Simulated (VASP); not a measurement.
# BN (P6_3mc) in VASP: notebook

The runs below take BN through single point, with r2SCAN.

All numbers are computed with VASP 6.6.1; they aren't measurements. Logs are shortened: lines on timing, memory, paths and dates and some standing lists are left out, and cuts for length are marked.

**1. The cell of the first run**

Symmetry: P6_3mc, No. 186, hexagonal system. Conventional cell: a = 2.567 Å, b = 2.567 Å, c = 4.227 Å, α = 90.00°, β = 90.00°, γ = 120.00°. B (site symmetry 3m) has 4 N at 1.57 to 1.58 Å within 2.1 Å. N (site symmetry 3m) has 4 B at 1.57 to 1.58 Å within 2.1 Å.

**2. Single point, r2SCAN (strain +0.0050 x Voigt [1, 1, 0, 0, 0, 0])**

POSCAR reads:

```
BN
1.0
    2.5667092997      0.0000000000      0.0000000000
   -1.2833546499      2.2228354577      0.0000000000
    0.0000000000      0.0000000000      4.2268550000
B N
2 2
Direct
    0.6666666667      0.3333333333      0.9997240000
    0.3333333333      0.6666666667      0.4997240000
    0.6666666667      0.3333333333      0.6252760000
    0.3333333333      0.6666666667      0.1252760000
```

INCAR.step1 reads:

```
PREC = Accurate ; ENCUT = 910
ISMEAR = 0 ; SIGMA = 0.05
LREAL = F ; LASPH = T
NELM = 120 ; NBANDS = 16
GGA = PE ; ALGO = Normal
EDIFF = 1E-5 ; LWAVE = T
LCHARG = F ; GGA_COMPAT = F
```

INCAR.step2 reads:

```
PREC = Accurate ; ENCUT = 910
EDIFF = 1E-6 ; ISMEAR = 0
SIGMA = 0.05 ; LREAL = F
LASPH = T ; NELM = 120
ALGO = Normal ; ISIF = 2
LWAVE = F ; LCHARG = F
METAGGA = R2SCAN ; LMIXTAU = T
NBANDS = 16 ; ISTART = 1
GGA_COMPAT = F
```

KPOINTS reads:

```
regular mesh
0
Gamma
  12 12 6
```

Potentials or basis: VASP PAW PBE potentials, release 64 (B_h, N_h).

The run is started by

```sh
$ cat potpaw_PBE.64/B_h/POTCAR potpaw_PBE.64/N_h/POTCAR > POTCAR
$ cp INCAR.step1 INCAR
$ mpirun -np 1 vasp_std > vasp.out
$ cp INCAR.step2 INCAR
$ mpirun -np 1 vasp_std > vasp.out
```

OUTCAR:

```text
PREC = Accurate
   ENCUT = 910
   EDIFF = 1E-6
   ISMEAR = 0
   LREAL = F
   LASPH = T
   NELM = 120
   ISIF = 2
   METAGGA = R2SCAN
   ISTART = 1

 ion  position               nearest neighbor table
   1  0.667  0.333  1.000-
   2  0.333  0.667  0.500-
   3  0.667  0.333  0.625-
   4  0.333  0.667  0.125-

  LATTYP: Found a hexagonal cell.
 ALAT       =     2.5667092997
 C/A-ratio  =     1.6467992696

  Lattice vectors:

 A1 = (   2.5667092997,   0.0000000000,   0.0000000000)
 A2 = (  -1.2833546499,   2.2228354577,   0.0000000000)
 A3 = (   0.0000000000,   0.0000000000,   4.2268550000)

Analysis of symmetry for initial positions (statically):
=====================================================================
 Subroutine PRICEL returns:
 Original cell was already a primitive cell.

 Routine SETGRP: Setting up the symmetry group for a
 hexagonal supercell.

 Subroutine GETGRP returns: Found 12 space group operations
 (whereof  6 operations were pure point group operations)
 out of a pool of 24 trial point group operations.

The static configuration has the point symmetry C_3v.
 The point group associated with its full space group is C_6v.

Analysis of symmetry for dynamics (positions and initial velocities):
=====================================================================
 Subroutine PRICEL returns:
 Original cell was already a primitive cell.

 Routine SETGRP: Setting up the symmetry group for a
 hexagonal supercell.

 Subroutine GETGRP returns: Found 12 space group operations
 (whereof  6 operations were pure point group operations)
 out of a pool of 24 trial point group operations.

The dynamic configuration has the point symmetry C_3v.
 The point group associated with its full space group is C_6v.

 Subroutine INISYM returns: Found 12 space group operations
 (whereof  6 operations are pure point group operations),
 and found     1 'primitive' translations

----------------------------------------------------------------------------------------

                                     Primitive cell

  volume of cell :      24.1158

  direct lattice vectors                    reciprocal lattice vectors
     2.566709300  0.000000000  0.000000000     0.389603918  0.224937927  0.000000000
    -1.283354650  2.222835458  0.000000000     0.000000000  0.449875854  0.000000000
     0.000000000  0.000000000  4.226855000     0.000000000  0.000000000  0.236582518

  length of vectors
     2.566709300  2.566709300  4.226855000     0.449875854  0.449875854  0.236582518

  position of ions in fractional coordinates (direct lattice)
     0.666666667  0.333333333  0.999724000
     0.333333333  0.666666667  0.499724000
     0.666666667  0.333333333  0.625276000
     0.333333333  0.666666667  0.125276000

  ion indices of the primitive-cell ions
   primitive index   ion index
                 1           1
                 2           2
                 3           3
                 4           4

----------------------------------------------------------------------------------------

 KPOINTS: regular mesh

Automatic generation of k-mesh.
 Grid dimensions read from file:
 generate k-points for:   12   12    6

 Generating k-lattice:

  Cartesian coordinates                     Fractional coordinates (reciprocal lattice)
     0.032466993  0.018744827  0.000000000     0.083333333  0.000000000  0.000000000
     0.000000000  0.037489655  0.000000000     0.000000000  0.083333333  0.000000000
     0.000000000  0.000000000  0.039430420     0.000000000  0.000000000  0.166666667

  Length of vectors
     0.037489655  0.037489655  0.039430420

  Shift w.r.t. Gamma in fractional coordinates (k-lattice)
     0.000000000  0.000000000  0.000000000

 Subroutine IBZKPT returns following result:
 ===========================================

 Found     76 irreducible k-points:

 Following reciprocal coordinates:
            Coordinates               Weight
  0.000000  0.000000  0.000000      1.000000
  0.083333  0.000000  0.000000      6.000000
  0.166667  0.000000  0.000000      6.000000
  0.250000  0.000000  0.000000      6.000000
  0.333333  0.000000  0.000000      6.000000
  0.416667  0.000000  0.000000      6.000000
[... 16 lines left out ...]
  0.250000  0.000000  0.166667     12.000000
  0.333333  0.000000  0.166667     12.000000
 [... further k-points ...]
   k-points           NKPTS =     76   k-points in BZ     NKDIM =     76   number of bands    NBANDS=     16
   number of dos      NEDOS =    301   number of ions     NIONS =      4
   total plane-waves  NPLWV =  32928
   dimension x,y,z NGX =    28 NGY =   28 NGZ =   42
   dimension x,y,z NGXF=    56 NGYF=   56 NGZF=   84
   ions per type =               2   2
   NGX,Y,Z   is equivalent  to a cutoff of  18.14, 18.14, 16.52 a.u.
   NGXF,Y,Z  is equivalent  to a cutoff of  36.27, 36.27, 33.04 a.u.
 SYSTEM =  unknown system
   PREC   = accura    normal or accurate (medium, high low for compatibility)
   ISTART =      1    job   : 0-new  1-cont  2-samecut
   ICHARG =      0    charge: 1-file 2-atom 10-const
   ISPIN  =      1    spin polarized calculation?
   LNONCOLLINEAR =      F non collinear calculations
   LSORBIT =      F    spin-orbit coupling
   LASPH  =      T    aspherical Exc in radial PAW
   ENCUT  =  910.0 eV  66.88 Ry    8.18 a.u.   6.31  6.31 10.40*2*pi/ulx,y,z
   NELM   =    120;   NELMIN=  2; NELMDL=  0     # of ELM steps
   EDIFF  = 0.1E-05   stopping-criterion for ELM
   LREAL  =      F    real-space projection
   EDIFFG = 0.1E-04   stopping-criterion for IOM
   NSW    =      0    number of steps for IOM
   IBRION =     -1    ionic relax: 0-MD 1-quasi-New 2-CG
   NFREE  =      0    steps in history (QN), initial steepest desc. (CG)
   ISIF   =      2    stress and relaxation
   ISYM   =      2    0-nonsym 1-usesym 2-fastsym
   POTIM  = 0.5000    time-step for ionic-motion
   TEBEG  =    0.0;   TEEND  =   0.0 temperature during run
   PSTRESS=    0.0 pullay stress
   NELECT =      16.0000    total number of electrons
   NUPDOWN=      -1.0000    fix difference up-down
   EMIN   =  10.00;   EMAX   =-10.00  energy-range for DOS
   EFERMI =   0.00;   METHOD = LEGACY
   ISMEAR =     0;   SIGMA  =   0.05  broadening in eV -4-tet -1-fermi 0-gaus
   EFERMI_NEDOS =   21; number of points for ismear=-14 and -15
   IALGO  =     38    algorithm
   IMIX   =      4    mixing-type and parameters
     AMIX     =   0.40;   BMIX     =  1.00
     AMIX_MAG =   1.60;   BMIX_MAG =  1.00
  volume/ion in A,a.u.               =       6.03        40.69
  Fermi-wavevector in a.u.,A,eV,Ry     =   1.427845  2.698236 27.738757  2.038741
  Thomas-Fermi vector in A             =   2.547971
   LORBIT       =      0    0 simple, 1 ext, 2 COOP (PROOUT), +10 PAW based schemes
   METAGGA = R2SCAN    functional components
   LHFCALC =     F    Hartree Fock is set to
   AEXX    =    0.0000 exact exchange contribution
   IVDW    =     0    specifies the selected vdW correction
   LEPSILON=     F    determine dielectric tensor
   LRPA    =     F    only Hartree local field effects (RPA)
 non-spin polarized calculation
 Gauss-broadening in eV      SIGMA  =   0.05
  energy-cutoff  :      910.00
  volume of cell :       24.12
 maximum number of plane-waves:      1525
 NGX is ok and might be reduce to    28
   NGX = 13   NGY = 13   NGZ = 21

 number of electron      16.0000000 magnetization

 Free energy of the ion-electron system (eV)
  ---------------------------------------------------
  ext. energy  EPLUGINS =         0.00000000
  ---------------------------------------------------
  free energy    TOTEN  =       -38.30620209 eV

  energy without entropy =      -38.30620209  energy(sigma->0) =      -38.30620209

 E-fermi :   9.0916     XC(G=0): -13.6363

 val. band max:        8.7976637519   @ k =   0.0000   0.0000   0.0000
 cond. band min:      14.5661100441   @ k =   0.3333   0.3333   0.0000
 fundamental gap:      5.7684462922
 Fermi energy:         9.0915874842

 k-point     1 :       0.0000    0.0000    0.0000
  band No.  band energies     occupation
      1     -12.4271      2.00000
      2      -8.2553      2.00000
      3      -2.3033      2.00000
      4       6.6058      2.00000
      5       6.6058      2.00000
      6       8.5384      2.00000
[... 8 lines left out ...]
     15      21.4084      0.00000
     16      26.0015      0.00000

 k-point     2 :       0.0833    0.0000    0.0000
  band No.  band energies     occupation
      1     -12.2738      2.00000
      2      -8.1393      2.00000
      3      -2.1509      2.00000
      4       5.8934      2.00000
      5       6.3207      2.00000
      6       8.1980      2.00000
[... 8 lines left out ...]
     15      21.8673      0.00000
     16      25.7383      0.00000

 k-point     3 :       0.1667    0.0000    0.0000
  band No.  band energies     occupation
      1     -11.8193      2.00000
      2      -7.8089      2.00000
      3      -1.6999      2.00000
      4       4.1870      2.00000
      5       5.6496      2.00000
      6       6.7343      2.00000
[... 8 lines left out ...]
     15      23.0666      0.00000
     16      24.9737      0.00000

 k-point     4 :       0.2500    0.0000    0.0000
  band No.  band energies     occupation
      1     -11.0831      2.00000
      2      -7.3306      2.00000
      3      -0.9728      2.00000
      4       2.1780      2.00000
      5       4.8955      2.00000
      6       4.9106      2.00000
[... 8 lines left out ...]
     15      24.6276      0.00000
     16      25.0271      0.00000
[... 324 lines left out ...]
 k-point    22 :       0.1667    0.0000    0.1667
  band No.  band energies     occupation
      1     -11.6523      2.00000
      2      -8.3183      2.00000
      3      -0.9204      2.00000
      4       4.3394      2.00000
      5       5.7856      2.00000
      6       6.2694      2.00000
[... 8 lines left out ...]
     15      22.7331      0.00000
     16      24.9700      0.00000

 k-point    23 :       0.2500    0.0000    0.1667
  band No.  band energies     occupation
      1     -10.9217      2.00000
      2      -7.7812      2.00000
      3      -0.3508      2.00000
      4       2.4147      2.00000
      5       4.4580      2.00000
      6       5.0392      2.00000
[... 8 lines left out ...]
     15      24.2712      0.00000
     16      25.1232      0.00000

 k-point    24 :       0.3333    0.0000    0.1667
  band No.  band energies     occupation
      1      -9.9619      2.00000
      2      -7.2149      2.00000
      3      -0.2292      2.00000
      4       1.2918      2.00000
      5       2.6428      2.00000
      6       4.4079      2.00000
[... 8 lines left out ...]
     15      25.7408      0.00000
     16      25.9675      0.00000

 [... further k-points ...]
[... 5 lines left out ...]
  --------------------------------------------------------------------------------------
  -------------------------------------------------------------------------------------
  Total       -1.5482017     -1.5482017     -0.9321843      0.0000000      0.0000000      0.0000000
  in kB     -102.8576885   -102.8576885    -61.9314156      0.0000000      0.0000000      0.0000000
  external PRESSURE =     -89.2155975 kB  Pullay stress =       0.0000000 kB

 VOLUME and BASIS-vectors are now :
 -----------------------------------------------------------------------------
  energy-cutoff  :      910.00
  volume of cell :       24.12
      direct lattice vectors                 reciprocal lattice vectors
     2.566709300  0.000000000  0.000000000     0.389603918  0.224937927  0.000000000
    -1.283354650  2.222835458  0.000000000     0.000000000  0.449875854  0.000000000
     0.000000000  0.000000000  4.226855000     0.000000000  0.000000000  0.236582518

 POSITION                                       TOTAL-FORCE (eV/Angst)
 -----------------------------------------------------------------------------------
      1.28335      0.74095      4.22569         0.000000     -0.000000      0.028400
     -0.00000      1.48189      2.11226        -0.000000      0.000000      0.028400
      1.28335      0.74095      2.64295         0.000000      0.000000     -0.028400
     -0.00000      1.48189      0.52952        -0.000000     -0.000000     -0.028400
 -----------------------------------------------------------------------------------
    total drift:                                0.000000     -0.000000      0.014834

  FREE ENERGIE OF THE ION-ELECTRON SYSTEM (eV)
  ---------------------------------------------------
  free  energy   TOTEN  =       -38.3062020870 eV

  energy  without entropy=      -38.3062020870  energy(sigma->0) =      -38.30620209
```

It took 2.1 min on 1 thread of Intel Xeon Platinum 8559C (Emerald Rapids), shared host; peak memory 0.21 GiB.

Results:

- Free energy: -38.3062 eV
- Pressure: -8.9 GPa
- Largest force: 0.028 eV/Å
- Band gap on the k mesh: 5.77 eV (least direct gap 8.85 eV)

Forces on the atoms (eV/Å):
```
B    0.000  0.000  0.028
B    0.000  0.000  0.028
N    0.000  0.000 -0.028
N    0.000  0.000 -0.028
```

Levels at points of the mesh, in eV from the valence-band top:
```tsv
k point	band 6	band 7	band 8	band 9	band 10	band 11
(0.00, 0.00, 0.00)	-0.26	0.00	0.00	8.96	8.96	9.34
(0.50, 0.00, 0.00)	-5.09	-4.43	-2.13	7.17	8.56	11.23
(0.00, 0.00, 0.50)	-1.21	-1.21	-1.21	9.97	9.97	10.55
(0.50, 0.00, 0.50)	-3.84	-3.63	-3.63	7.13	7.13	10.59
```

Caveat: the cell differs from its parent crystal (strain +0.0050 x Voigt [1, 1, 0, 0, 0, 0]); the cutoff is under 1.25 times the usual one of these potentials, so pressure, stress and relaxed cells hold a basis-set (Pulay) error; the cell stands under tension; the PAW data sets were made with another functional, which shifts forces and pressure a little. A k mesh can miss the band edges.

**3. Single point, r2SCAN (strain +0.0100 x Voigt [1, 1, 0, 0, 0, 0])**

Changes to POSCAR since step 2:

```diff
@@ -2,4 +2,4 @@
 1.0
-    2.5667092997      0.0000000000      0.0000000000
-   -1.2833546499      2.2228354577      0.0000000000
+    2.5794789977      0.0000000000      0.0000000000
+   -1.2897394989      2.2338943405      0.0000000000
     0.0000000000      0.0000000000      4.2268550000
```

INCAR.step1 reads:

```
SYSTEM = BN
ALGO = Normal ; EDIFF = 1E-5
ENCUT = 910 ; GGA = PE
GGA_COMPAT = .FALSE. ; ISMEAR = 0
LASPH = .TRUE. ; LCHARG = .FALSE.
LREAL = .FALSE. ; LWAVE = .TRUE.
NBANDS = 16 ; NELM = 120
PREC = Accurate ; SIGMA = 0.05
```

INCAR.step2 reads:

```
SYSTEM = BN
ALGO = Normal ; EDIFF = 1E-6
ENCUT = 910 ; GGA_COMPAT = .FALSE.
ISIF = 2 ; ISMEAR = 0
ISTART = 1 ; LASPH = .TRUE.
LCHARG = .FALSE. ; LMIXTAU = .TRUE.
LREAL = .FALSE. ; LWAVE = .FALSE.
METAGGA = R2SCAN ; NBANDS = 16
NELM = 120 ; PREC = Accurate
SIGMA = 0.05
```

KPOINTS reads:

```
k-points
0
G
  12 12 6
  0 0 0
```

Potentials or basis: VASP PAW PBE potentials, release 64 (B_h, N_h).

The run is started by

```sh
$ cat potpaw_PBE.64/B_h/POTCAR potpaw_PBE.64/N_h/POTCAR > POTCAR
$ cp INCAR.step1 INCAR
$ mpirun -np 1 vasp_std > vasp.out
$ cp INCAR.step2 INCAR
$ mpirun -np 1 vasp_std > vasp.out
```

Wall time 2.4 min (1 thread of Intel Xeon Platinum 8488C (Sapphire Rapids), shared host); peak memory 0.2 GiB.

Results (log left out):

- Free energy: -38.2877 eV
- Pressure: -12.4 GPa
- Largest force: 0.027 eV/Å
- Band gap on the k mesh: 5.80 eV (least direct gap 8.76 eV)

Forces on the atoms (eV/Å):
```
B    0.000  0.000  0.027
B    0.000  0.000  0.027
N    0.000  0.000 -0.027
N    0.000  0.000 -0.027
```

Stress tensor (GPa, compression positive):
```
-15.22   0.00   0.00
  0.00 -15.22   0.00
  0.00   0.00  -6.66
```

Levels at points of the mesh, in eV from the valence-band top:
```csv
k point,band 5,band 6,band 7,band 8,band 9,band 10,band 11,band 12
"(0.00, 0.00, 0.00)",-2.21,-0.24,0.00,0.00,8.87,8.87,9.44,9.62
"(0.50, 0.00, 0.00)",-7.03,-5.07,-4.39,-2.09,7.08,8.56,11.14,11.85
"(0.00, 0.00, 0.50)",-1.22,-1.22,-1.22,-1.22,9.80,9.80,10.47,10.47
"(0.50, 0.00, 0.50)",-3.81,-3.81,-3.57,-3.57,7.10,7.10,10.55,10.55
```

Caveat: the cell differs from its parent crystal (strain +0.0100 x Voigt [1, 1, 0, 0, 0, 0]); the cutoff is under 1.25 times the usual one of these potentials, so pressure, stress and relaxed cells hold a basis-set (Pulay) error; the cell stands under tension; the PAW data sets were made with another functional, which shifts forces and pressure a little. A k mesh can miss the band edges.

**4. Single point, r2SCAN (strain -0.0050 x Voigt [1, 1, 0, 0, 0, 0])**

Changes to POSCAR since step 3:

```diff
@@ -2,4 +2,4 @@
 1.0
-    2.5794789977      0.0000000000      0.0000000000
-   -1.2897394989      2.2338943405      0.0000000000
+    2.5411699037      0.0000000000      0.0000000000
+   -1.2705849519      2.2007176919      0.0000000000
     0.0000000000      0.0000000000      4.2268550000
```

INCAR.step1 reads:

```
ALGO = Normal
EDIFF = 1E-5
ENCUT = 910
GGA = PE
GGA_COMPAT = False
ISMEAR = 0
LASPH = True
LCHARG = False
LREAL = False
LWAVE = True
NBANDS = 16
NELM = 120
PREC = Accurate
SIGMA = 0.05
```

INCAR.step2 reads:

```
ALGO = Normal
EDIFF = 1E-6
ENCUT = 910
GGA_COMPAT = False
ISIF = 2
ISMEAR = 0
ISTART = 1
LASPH = True
LCHARG = False
LMIXTAU = True
LREAL = False
LWAVE = False
METAGGA = R2SCAN
NBANDS = 16
NELM = 120
PREC = Accurate
SIGMA = 0.05
```

KPOINTS reads:

```
k-points
0
Gamma
  12 12 6
```

The run is started by

```sh
$ cat potpaw_PBE.64/B_h/POTCAR potpaw_PBE.64/N_h/POTCAR > POTCAR
$ cp INCAR.step1 INCAR
$ mpirun -np 1 vasp_std > vasp.out
$ cp INCAR.step2 INCAR
$ mpirun -np 1 vasp_std > vasp.out
```

Run time: 2.5 min. Hardware: 1 thread of AMD EPYC 9R45 (Zen 5), shared host; peak memory 0.18 GiB.

Results (log left out):

```
Free energy            : -38.3200 eV
Pressure               : -1.5 GPa
Largest force          : 0.022 eV/Å
Band gap on the k mesh : 5.71 eV (least direct gap 8.99 eV)
```

Forces in eV/Å, atoms in the order of the input:
```
B    0.000  0.000  0.022
B    0.000  0.000  0.022
N    0.000  0.000 -0.022
N    0.000  0.000 -0.022
```

Stress tensor (GPa, compression positive):
```
 0.36  0.00  0.00
 0.00  0.36  0.00
 0.00  0.00 -5.20
```

Levels at points of the mesh, in eV from the valence-band top:
```
           k point  band 4  band 5  band 6  band 7  band 8  band 9  band 10  band 11  band 12  band 13
(0.00, 0.00, 0.00)   -2.16   -2.16   -0.30    0.00    0.00    9.12     9.14     9.14    10.30    11.58
(0.50, 0.00, 0.00)   -8.19   -7.18   -5.14   -4.51   -2.21    7.35     8.56    11.41    12.22    13.69
(0.00, 0.00, 0.50)   -6.01   -1.19   -1.19   -1.19   -1.19   10.31    10.31    10.73    10.73    10.73
(0.50, 0.00, 0.50)  -10.41   -3.90   -3.90   -3.75   -3.75    7.18     7.18    10.67    10.67    15.30
```

Caveat: the cell differs from its parent crystal (strain -0.0050 x Voigt [1, 1, 0, 0, 0, 0]); the cutoff is under 1.25 times the usual one of these potentials, so pressure, stress and relaxed cells hold a basis-set (Pulay) error; the PAW data sets were made with another functional, which shifts forces and pressure a little.

**5. The runs side by side**

```tsv
cell	gap on the mesh (eV)	pressure (GPa)	largest force (eV/Å)
a = 2.567, b = 2.567, c = 4.227 Å, angles 90.0, 90.0, 120.0°, 4 atoms	5.77	-8.9	0.03
a = 2.579, b = 2.579, c = 4.227 Å, angles 90.0, 90.0, 120.0°, 4 atoms	5.80	-12.4	0.03
a = 2.541, b = 2.541, c = 4.227 Å, angles 90.0, 90.0, 120.0°, 4 atoms	5.71	-1.5	0.02
```

Alike in all rows: task single point; level r2SCAN; potentials or basis VASP PAW PBE potentials, release 64 (B_h, N_h); no spin polarisation; k mesh 12 × 12 × 6; cutoff (eV) 910; smearing gaussian 0.05 eV.

Caveats: the cutoff is under 1.25 times the usual one of these potentials, so pressure, stress and relaxed cells hold a basis-set (Pulay) error; the PAW data sets were made with another functional, which shifts forces and pressure a little; the cell stands under tension (at least some runs).

Absolute energies hang on the potentials; compare differences alone.
